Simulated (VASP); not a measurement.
# ZrO2 (Fm-3m) in VASP: notebook, part 2 of 2

VASP 6.6.1.

**6. Single point, PBEsol (11.26 Å³/atom)**

This run uses another cell than the first one, of 11.26 Å³/atom.

INCAR

```
SYSTEM = ZrO2
ALGO     = Normal         ! electronic algorithm
EDIFF    = 1E-6           ! SCF threshold, eV
ENCUT    = 600            ! plane-wave cutoff, eV
GGA      = PS             ! functional
GGA_COMPAT= .FALSE.      
ISIF     = 2              ! what is computed and relaxed
ISMEAR   = 0              ! smearing method
LASPH    = .TRUE.         ! aspherical terms in the spheres
LCHARG   = .FALSE.        ! write CHGCAR
LREAL    = .FALSE.        ! projectors in reciprocal space
LWAVE    = .FALSE.        ! write WAVECAR
NBANDS   = 19             ! bands
NELM     = 120            ! most SCF steps
PREC     = Accurate       ! precision mode
SIGMA    = 0.05           ! smearing width, eV
```

KPOINTS

```
k-points
0
G
  8 8 8
  0 0 0
```

POSCAR

```
ZrO2
1.0
    0.0000000000      2.5653518388      2.5653518388
    2.5653518388      0.0000000000      2.5653518388
    2.5653518388      2.5653518388      0.0000000000
Zr O
1 2
Direct
    0.0000000000      0.0000000000      0.0000000000
    0.2500000000      0.2500000000      0.2500000000
    0.7500000000      0.7500000000      0.7500000000
```

Potentials or basis: VASP PAW PBE potentials, release 64 (Zr_sv, O).

Started as:

```bash
$ cat potpaw_PBE.64/Zr_sv/POTCAR potpaw_PBE.64/O/POTCAR > POTCAR
$ mpirun -np 1 vasp_std > vasp.out
```

OUTCAR:

```text
SYSTEM = ZrO2
   EDIFF = 1E-6
   ENCUT = 600
   GGA = PS
   ISIF = 2
   ISMEAR = 0
   LASPH = .TRUE.
   LREAL = .FALSE.
   NELM = 120
   PREC = Accurate

 ion  position               nearest neighbor table
   1  0.000  0.000  0.000-   3 2.22   3 2.22   3 2.22   2 2.22   3 2.22   2 2.22   2 2.22   2 2.22

   2  0.250  0.250  0.250-   1 2.22   1 2.22   1 2.22   1 2.22
   3  0.750  0.750  0.750-   1 2.22   1 2.22   1 2.22   1 2.22

  LATTYP: Found a face centered cubic cell.
 ALAT       =     5.1307036776

  Lattice vectors:

 A1 = (   0.0000000000,   2.5653518388,   2.5653518388)
 A2 = (   2.5653518388,   0.0000000000,   2.5653518388)
 A3 = (   2.5653518388,   2.5653518388,   0.0000000000)

Analysis of symmetry for initial positions (statically):
=====================================================================
 Subroutine PRICEL returns:
 Original cell was already a primitive cell.

 Routine SETGRP: Setting up the symmetry group for a
 face centered cubic supercell.

 Subroutine GETGRP returns: Found 48 space group operations
 (whereof 48 operations were pure point group operations)
 out of a pool of 48 trial point group operations.

The static configuration has the point symmetry O_h .

Analysis of symmetry for dynamics (positions and initial velocities):
=====================================================================
 Subroutine PRICEL returns:
 Original cell was already a primitive cell.

 Routine SETGRP: Setting up the symmetry group for a
 face centered cubic supercell.

 Subroutine GETGRP returns: Found 48 space group operations
 (whereof 48 operations were pure point group operations)
 out of a pool of 48 trial point group operations.

The dynamic configuration has the point symmetry O_h .

 Subroutine INISYM returns: Found 48 space group operations
 (whereof 48 operations are pure point group operations),
 and found     1 'primitive' translations

[... 112 lines left out ...]
   EFERMI_NEDOS =   21; number of points for ismear=-14 and -15
   IALGO  =     38    algorithm
   IMIX   =      4    mixing-type and parameters
     AMIX     =   0.40;   BMIX     =  1.00
     AMIX_MAG =   1.60;   BMIX_MAG =  1.00
  volume/ion in A,a.u.               =      11.26        75.95
  Fermi-wavevector in a.u.,A,eV,Ry     =   1.461016  2.760920 29.042558  2.134568
  Thomas-Fermi vector in A             =   2.577397
   LORBIT       =      0    0 simple, 1 ext, 2 COOP (PROOUT), +10 PAW based schemes
   GGA     = PS    functional components
   LHFCALC =     F    Hartree Fock is set to
   AEXX    =    0.0000 exact exchange contribution
   IVDW    =     0    specifies the selected vdW correction
   LEPSILON=     F    determine dielectric tensor
   LRPA    =     F    only Hartree local field effects (RPA)
 non-spin polarized calculation
 Gauss-broadening in eV      SIGMA  =   0.05
  energy-cutoff  :      600.00
  volume of cell :       33.77
 maximum number of plane-waves:      1158
 NGX is ok and might be reduce to    30
   NGX = 15   NGY = 15   NGZ = 15

 number of electron      23.9999993 magnetization

 Free energy of the ion-electron system (eV)
  ---------------------------------------------------
  ext. energy  EPLUGINS =         0.00000000
  ---------------------------------------------------
  free energy    TOTEN  =       -29.89610694 eV

  energy without entropy =      -29.89610694  energy(sigma->0) =      -29.89610694

 E-fermi :   7.0974     XC(G=0): -11.9287

 val. band max:        6.8186009805   @ k =   0.5000   0.5000   0.0000
 cond. band min:      10.0385441971   @ k =   0.0000   0.0000   0.0000
 fundamental gap:      3.2199432165
 Fermi energy:         7.0974127987

 k-point     1 :       0.0000    0.0000    0.0000
  band No.  band energies     occupation
      1     -41.2422      2.00000
      2     -19.0998      2.00000
      3     -19.0998      2.00000
      4     -19.0998      2.00000
      5     -11.2056      2.00000
      6      -8.6834      2.00000
[... 505 lines left out ...]
      6      -9.2955      2.00000
[... 11 lines left out ...]
     18      17.1621      0.00000
     19      20.8682      0.00000

 [... further k-points ...]

------------------------ aborting loop because EDIFF is reached ----------------------------------------

  FORCE on cell =-STRESS in cart. coord.  units (eV):
  Direction    XX          YY          ZZ          XY          YZ          ZX
  --------------------------------------------------------------------------------------
  -------------------------------------------------------------------------------------
  Total       -1.8976989     -1.8976989     -1.8976989      0.0000000      0.0000000     -0.0000000
  in kB      -90.0465509    -90.0465509    -90.0465509      0.0000000      0.0000000     -0.0000000
  external PRESSURE =     -90.0465509 kB  Pullay stress =       0.0000000 kB

 VOLUME and BASIS-vectors are now :
 -----------------------------------------------------------------------------
  energy-cutoff  :      600.00
  volume of cell :       33.77
      direct lattice vectors                 reciprocal lattice vectors
     0.000000000  2.565351839  2.565351839    -0.194905039  0.194905039  0.194905039
     2.565351839  0.000000000  2.565351839     0.194905039 -0.194905039  0.194905039
     2.565351839  2.565351839  0.000000000     0.194905039  0.194905039 -0.194905039

 POSITION                                       TOTAL-FORCE (eV/Angst)
 -----------------------------------------------------------------------------------
      0.00000      0.00000      0.00000         0.000000     -0.000000     -0.000000
      1.28268      1.28268      1.28268        -0.000000     -0.000000     -0.000000
      3.84803      3.84803      3.84803         0.000000      0.000000      0.000000
 -----------------------------------------------------------------------------------
    total drift:                                0.000000     -0.000000      0.000000

  FREE ENERGIE OF THE ION-ELECTRON SYSTEM (eV)
  ---------------------------------------------------
  free  energy   TOTEN  =       -29.8961069362 eV

  energy  without entropy=      -29.8961069362  energy(sigma->0) =      -29.89610694
```

Run time: 25 s. Hardware: 1 thread of AMD EPYC 7R43 (Zen 3), shared host; peak memory 0.14 GiB.

Results:

| Property | Result |
| --- | --- |
| Free energy | -29.8961 eV |
| Pressure | -9.0 GPa |
| Band gap on the k mesh | 3.22 eV (least direct gap 3.62 eV) |

Levels at points of the mesh, in eV from the valence-band top:
```tsv
k point	band 8	band 9	band 10	band 11	band 12	band 13	band 14	band 15	band 16	band 17
(0.00, 0.00, 0.00)	-5.15	-5.15	-0.53	-0.53	-0.53	3.22	3.22	6.20	9.12	9.12
(0.50, 0.00, 0.00)	-4.15	-2.53	-2.49	-1.64	-1.64	3.85	3.85	5.88	8.23	8.23
(0.50, 0.50, 0.00)	-3.14	-3.14	-1.49	-1.49	0.00	3.62	4.58	5.62	7.08	7.08
```

Caveat: the cell stands under tension; the PAW data sets were made with another functional, which shifts forces and pressure a little.

**7. Summary**

```tsv
cell	gap on the mesh (eV)	pressure (GPa)
a = 3.532 Å, angles 60.0°, 3 atoms	3.43	11.6
a = 3.585 Å, angles 60.0°, 3 atoms	3.31	-0.6
a = 3.578 Å, angles 60.0°, 3 atoms	3.33	0.9
a = 3.581 Å, angles 60.0°, 3 atoms	3.32	0.2
a = 3.628 Å, angles 60.0°, 3 atoms	3.22	-9.0
```

Alike in all rows: task single point; level PBEsol; potentials or basis VASP PAW PBE potentials, release 64 (Zr_sv, O); no spin polarisation; k mesh 8 × 8 × 8; cutoff (eV) 600; smearing gaussian 0.05 eV.

Caveats: the PAW data sets were made with another functional, which shifts forces and pressure a little; the cell stands under pressure (at least some runs); the cell stands under tension (at least some runs).

Absolute energies hang on the potentials; compare differences alone.
